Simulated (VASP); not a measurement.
GdO, 2 atoms in the cell. The structure is cubic, space group F-43m (No. 216). Conventional cell: a = 5.400 Å, b = 5.400 Å, c = 5.400 Å, α = 90.00°, β = 90.00°, γ = 90.00°. Within 3.1 Å of Gd (site symmetry -43m) lie 4 O at 2.34 Å. O (site symmetry -43m) has 4 Gd at 2.34 Å within 3.1 Å. 

| Item | Value |
| --- | --- |
| Program | VASP 6.6.1 |
| Task | relaxation of cell and atoms |
| Functional | PBEsol |
| Potentials or basis | VASP PAW PBE potentials, release 64 (Gd, O) |
| Cutoff | 800 eV |
| k mesh | 9 × 9 × 9 |
| Occupations | fermi-dirac, width 0.05 eV |
| Spin | collinear spin, ferromagnetic start |
| Starting moments | [7.0, 0.0] μB |
| Target pressure | 20 GPa |
| Dipole correction | no |
| Second try | crashed |
| Further INCAR settings | ALGO = All; EDIFF = 1e-07; IBRION = 2; EDIFFG = -0.01; NSW = 60; ISIF = 3 |

Potentials or basis: VASP PAW PBE potentials, release 64 (Gd, O).

Launch:

```console
$ cat potpaw_PBE.64/Gd/POTCAR potpaw_PBE.64/O/POTCAR > POTCAR
$ mpirun -np 4 vasp_std > vasp.out
```

Hardware: 4 MPI ranks on AMD EPYC 7R43 64-Core Processor (Zen 3), on a shared host.

Question: How long does it take, and how much memory?

Answer: It took 23 min on 4 MPI ranks on AMD EPYC 7R43 64-Core Processor (Zen 3), on a shared host, peak memory 0.38 GiB a rank. Counts: scf iterations 416, k points 35, ion steps 7.
